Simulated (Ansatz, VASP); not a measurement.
Ca in VASP and in Ansatz

```
Ca
1.0
     0.00000    2.79420    2.79420
     2.79420    0.00000    2.79420
     2.79420    2.79420    0.00000
Ca
1
Direct
  0.00000 0.00000 0.00000
```

Alike in both runs: task relaxation of cell and atoms; functional PBE; k mesh 8 × 8 × 8; occupations fermi-dirac, width 0.05 eV; no spin polarisation.

|  | VASP | Ansatz |
| --- | --- | --- |
| version | VASP 6.6.1 | Ansatz 0.2.0 |
| potentials or method | VASP PAW PBE potentials, release 64 (Ca_sv), cutoff 600 eV | all-electron LAPW, scalar-relativistic |

```tsv
	VASP	Ansatz	Ansatz less VASP
relaxed volume (Å³/atom)	42.18	42.13	-0.042
relaxed length of the cell vector where the two differ most in proportion (Å)	3.907	3.906	-0.0013
```

Ansatz ran all-electron here, and VASP with PAW potentials.
